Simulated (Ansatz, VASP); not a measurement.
## One calculation of Si2C, two programs

```
Si C
1.0
     3.21140    0.00000    0.00000
    -1.60570    2.78116    0.00000
     0.00000    0.00000    8.90545
Si C
4 2
Cartesian
  0.0000 1.8541 0.6502
  1.6057 0.9271 5.9123
  0.0000 1.8541 2.9931
  1.6057 0.9271 8.2552
  0.0000 0.0000 3.6427
  0.0000 0.0000 5.2628
```

Alike in both runs: functional PBE; k mesh 6 × 6 × 2; occupations gaussian, width 0.1 eV; no spin polarisation.

Ansatz relaxed the structure, and its values are those at the end. VASP's run is a single point on that final structure, the one shown.

|  | VASP | Ansatz |
| --- | --- | --- |
| version | VASP 6.6.1 | Ansatz 0.2.0 |
| potentials or method | VASP PAW PBE potentials, release 64 (Si, C), cutoff 520 eV | scalar-relativistic, plane waves, PAW |
| valence electrons in the cell | 24 | 24 |

```tsv
	VASP	Ansatz	Ansatz less VASP
gap on the k mesh at the Fermi level (eV)	none	none	-
pressure (GPa)	0.0	0.0	+0.05
rms of the force components (eV/Å)	0.011	0.005	-0.0060
```

A gap of «none» marks a metal or a gap that the smearing closes. The functional is the same, so the differences come from potentials, cutoffs and numerics.

The k mesh is coarse, so the values compare programs but aren't converged.
